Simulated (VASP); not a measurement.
# Sr (C2/c) in VASP: single point with PBE

Aim: the single point of Sr with PBE.

All numbers are computed with VASP 6.6.1; they aren't measurements. Logs are shortened: lines on timing, memory, paths and dates and some standing lists are left out, and cuts for length are marked.

## 1. The cell of the first run

The structure is monoclinic, space group C2/c (No. 15). Conventional cell: a = 4.263 Å, b = 7.383 Å, c = 14.021 Å, α = 90.00°, β = 94.57°, γ = 90.00°. Within 5.5 Å of Sr (site symmetry -1) lie 12 Sr at 4.17 to 4.44 Å. Within 5.5 Å of Sr (site symmetry 2) lie 12 Sr at 4.17 to 4.44 Å.

## 2. Single point, PBE (shear of c along a, cell held: +8.0 %, then relaxed in part)

File INCAR:

```
PREC     = Accurate       # precision mode
ENCUT    = 520            # plane-wave cutoff, eV
EDIFF    = 1E-7           # SCF threshold, eV
ISMEAR   = 0              # smearing method
SIGMA    = 0.1            # smearing width, eV
LREAL    = False          # projectors in reciprocal space
LASPH    = True           # aspherical terms in the spheres
NELM     = 80             # most SCF steps
ALGO     = Fast           # electronic algorithm
ISIF     = 2              # what is computed and relaxed
LWAVE    = False          # write WAVECAR
LCHARG   = True           # write CHGCAR
GGA      = PE             # functional
LELF     = True           # ELF
LVHAR    = True         
NBANDS   = 28             # bands
```

File KPOINTS:

```
regular mesh
0
Gamma
  12 12 4
```

File POSCAR:

```
Sr
1.0
    4.2627211507      0.0000000000      0.0000000000
   -2.1313605754      3.6916248058      0.0000000000
    1.1181320043      0.0000000000     13.9766500542
Sr
4
Direct
    0.0000000000      0.0000000000      0.0000000000
    0.3224779774      0.6449559547      0.2500000000
    0.0000000000      0.0000000000      0.5000000000
    0.6775220226      0.3550440453      0.7500000000
```

Potentials or basis: VASP PAW PBE potentials, release 64 (Sr_sv).

Launch:

```console
> cat potpaw_PBE.64/Sr_sv/POTCAR > POTCAR
> mpirun -np 1 vasp_std > vasp.out
```

OUTCAR:

```text
PREC = Accurate
   ENCUT = 520
   EDIFF = 1E-7
   ISMEAR = 0
   LREAL = False
   LASPH = True
   NELM = 80
   ISIF = 2
   GGA = PE

 ion  position               nearest neighbor table
   1  0.000  0.000  0.000-   4 4.17   2 4.17   4 4.24   2 4.24   2 4.44   4 4.44
   2  0.322  0.645  0.250-   1 4.17   3 4.17   3 4.24   1 4.24   3 4.44   1 4.44
   3  0.000  0.000  0.500-   2 4.17   4 4.17   2 4.24   4 4.24   4 4.44   2 4.44
   4  0.678  0.355  0.750-   1 4.17   3 4.17   3 4.24   1 4.24   3 4.44   1 4.44

  LATTYP: Found a base centered monoclinic cell.
 ALAT       =     4.2627211507
 B/A-ratio  =     1.7320508076
 C/A-ratio  =     3.2892848268
 COS(beta)  =    -0.0797452223

  Lattice vectors:

 A1 = (  -2.1313605754,   3.6916248058,   0.0000000000)
 A2 = (  -2.1313605753,  -3.6916248058,   0.0000000000)
 A3 = (   1.1181320043,   0.0000000000,  13.9766500542)

Analysis of symmetry for initial positions (statically):
=====================================================================
 Subroutine PRICEL returns:
 Original cell was already a primitive cell.

 Routine SETGRP: Setting up the symmetry group for a
 base centered monoclinic supercell.

 Subroutine GETGRP returns: Found  4 space group operations
 (whereof  2 operations were pure point group operations)
 out of a pool of  4 trial point group operations.

The static configuration has the point symmetry S_2 .
 The point group associated with its full space group is C_2h.

Analysis of symmetry for dynamics (positions and initial velocities):
=====================================================================
 Subroutine PRICEL returns:
 Original cell was already a primitive cell.

 Routine SETGRP: Setting up the symmetry group for a
 base centered monoclinic supercell.

 Subroutine GETGRP returns: Found  4 space group operations
 (whereof  2 operations were pure point group operations)
 out of a pool of  4 trial point group operations.

The dynamic configuration has the point symmetry S_2 .
 The point group associated with its full space group is C_2h.

 Subroutine INISYM returns: Found  4 space group operations
 (whereof  2 operations are pure point group operations),
 and found     1 'primitive' translations

----------------------------------------------------------------------------------------
[... 89 lines left out ...]
   ISTART =      0    job   : 0-new  1-cont  2-samecut
   ICHARG =      2    charge: 1-file 2-atom 10-const
   ISPIN  =      1    spin polarized calculation?
   LNONCOLLINEAR =      F non collinear calculations
   LSORBIT =      F    spin-orbit coupling
   LASPH  =      T    aspherical Exc in radial PAW
   ENCUT  =  520.0 eV  38.22 Ry    6.18 a.u.   7.93  7.93 26.07*2*pi/ulx,y,z
   NELM   =     80;   NELMIN=  2; NELMDL= -5     # of ELM steps
   EDIFF  = 0.1E-06   stopping-criterion for ELM
   LREAL  =      F    real-space projection
   EDIFFG = 0.1E-05   stopping-criterion for IOM
   NSW    =      0    number of steps for IOM
   IBRION =     -1    ionic relax: 0-MD 1-quasi-New 2-CG
   NFREE  =      0    steps in history (QN), initial steepest desc. (CG)
   ISIF   =      2    stress and relaxation
   ISYM   =      2    0-nonsym 1-usesym 2-fastsym
   POTIM  = 0.5000    time-step for ionic-motion
   TEBEG  =    0.0;   TEEND  =   0.0 temperature during run
   PSTRESS=    0.0 pullay stress
   NELECT =      40.0000    total number of electrons
   NUPDOWN=      -1.0000    fix difference up-down
   EMIN   =  10.00;   EMAX   =-10.00  energy-range for DOS
   EFERMI =   0.00;   METHOD = LEGACY
   ISMEAR =     0;   SIGMA  =   0.10  broadening in eV -4-tet -1-fermi 0-gaus
   EFERMI_NEDOS =   21; number of points for ismear=-14 and -15
   IALGO  =     68    algorithm
   IMIX   =      4    mixing-type and parameters
     AMIX     =   0.40;   BMIX     =  1.00
     AMIX_MAG =   1.60;   BMIX_MAG =  1.00
  volume/ion in A,a.u.               =      54.99       371.06
  Fermi-wavevector in a.u.,A,eV,Ry     =   0.927525  1.752768 11.705129  0.860303
  Thomas-Fermi vector in A             =   2.053604
   LORBIT       =      0    0 simple, 1 ext, 2 COOP (PROOUT), +10 PAW based schemes
   GGA     = PE    functional components
   LHFCALC =     F    Hartree Fock is set to
   AEXX    =    0.0000 exact exchange contribution
   IVDW    =     0    specifies the selected vdW correction
   LEPSILON=     F    determine dielectric tensor
   LRPA    =     F    only Hartree local field effects (RPA)
 non-spin polarized calculation
 RMM-DIIS sequential band-by-band and
 Gauss-broadening in eV      SIGMA  =   0.10
  energy-cutoff  :      520.00
  volume of cell :      219.94
 maximum number of plane-waves:      5967
   NGX = 15   NGY = 15   NGZ = 51

 number of electron      40.0000000 magnetization

 Free energy of the ion-electron system (eV)
  ---------------------------------------------------
  ext. energy  EPLUGINS =         0.00000000
  ---------------------------------------------------
  free energy    TOTEN  =        -6.53292480 eV

  energy without entropy =       -6.50596256  energy(sigma->0) =       -6.51944368

 E-fermi :   1.5859     XC(G=0):  -7.3505

 val. band max:        1.5850879905   @ k =  -0.2500   0.5000   0.2500
 cond. band min:       1.5859868185   @ k =   0.5000   0.0833   0.0000
 fundamental gap:      0.0008988280
 Fermi energy:         1.5859161954

 k-point     1 :       0.0000    0.0000    0.0000
  band No.  band energies     occupation
      1     -35.0367      2.00000
      2     -35.0305      2.00000
      3     -35.0287      2.00000
      4     -35.0224      2.00000
      5     -17.1226      2.00000
      6     -17.0237      2.00000
[... 733 lines left out ...]
     27       2.8125      0.00000
     28       3.3201      0.00000

 [... further k-points ...]
[... 5 lines left out ...]
  --------------------------------------------------------------------------------------
  -------------------------------------------------------------------------------------
  Total       -0.0986796      0.1353984      0.0414649     -0.0000000      0.0000000     -0.5129917
  in kB       -0.7188371      0.9863173      0.3020531     -0.0000000      0.0000000     -3.7369162
  external PRESSURE =       0.1898444 kB  Pullay stress =       0.0000000 kB

 VOLUME and BASIS-vectors are now :
 -----------------------------------------------------------------------------
  energy-cutoff  :      520.00
  volume of cell :      219.94
      direct lattice vectors                 reciprocal lattice vectors
     4.262721151  0.000000000  0.000000000     0.234591934  0.135441716 -0.018767355
    -2.131360575  3.691624806  0.000000000     0.000000000  0.270883433  0.000000000
     1.118132004  0.000000000 13.976650054     0.000000000  0.000000000  0.071547903

 POSITION                                       TOTAL-FORCE (eV/Angst)
 -----------------------------------------------------------------------------------
      0.00000      0.00000      0.00000         0.000000      0.000000      0.000000
      0.27953      2.38094      3.49416        -0.000000      0.000331      0.000000
      0.55907      0.00000      6.98833         0.000000      0.000000      0.000000
      2.96996      1.31069     10.48249         0.000000     -0.000331      0.000000
 -----------------------------------------------------------------------------------
    total drift:                                0.000000      0.000000      0.000000

  FREE ENERGIE OF THE ION-ELECTRON SYSTEM (eV)
  ---------------------------------------------------
  free  energy   TOTEN  =        -6.5329248019 eV

  energy  without entropy=       -6.5059625617  energy(sigma->0) =       -6.51944368
```

stdout:

```text
POSCAR found type information on POSCAR Sr
[... 39 lines left out ...]
 num prob  num prob  num prob  num prob  num prob  num prob  num prob  num prob  num prob  num prob  num prob  num prob  num prob  num prob  num prob  num prob  num prob  num prob  num prob  num prob  num prob  num prob  num prob  num prob  num prob  num prob  num prob  num prob  num prob  num prob  num prob  num prob  num prob  num prob  num prob  num prob  num prob  num prob  num prob  num prob  num prob  num prob  num prob  num prob  num prob  num prob  num prob  num prob  num prob  num
```

Run time: 39 min. Hardware: 1 thread of Intel Xeon 8259CL, shared host; peak memory 0.86 GiB.

Results:

```yaml
Free_energy: -6.5329 eV
Pressure: 0.0 GPa
Band_gap_on_the_k_mesh: zero (bands 20 and 21 overlap by 0.15 eV)
```

Levels at points of the mesh, in eV from the Fermi level:
```tsv
k point	band 16	band 17	band 18	band 19	band 20	band 21	band 22	band 23	band 24	band 25
(0.00, 0.00, 0.00)	-18.51	-3.65	-2.71	-2.71	-1.13	0.05	1.24	1.25	2.10	2.22
(0.50, 0.00, 0.00)	-18.53	-1.13	-0.82	-0.74	-0.54	-0.02	0.18	0.31	0.39	1.02
(0.00, 0.50, 0.00)	-18.53	-1.08	-0.83	-0.77	-0.61	0.12	0.28	0.34	0.36	1.08
(0.00, 0.00, 0.50)	-18.51	-3.40	-3.40	-1.77	-1.77	0.53	0.53	1.91	1.91	2.28
(0.50, 0.00, 0.50)	-18.54	-1.07	-0.94	-0.68	-0.55	-0.02	0.18	0.29	0.45	0.92
(0.00, 0.50, 0.50)	-18.54	-0.99	-0.99	-0.66	-0.66	0.16	0.16	0.41	0.41	1.02
```

Caveat: the cell differs from its parent crystal (shear of c along a, cell held: +8.0 %, then relaxed in part).
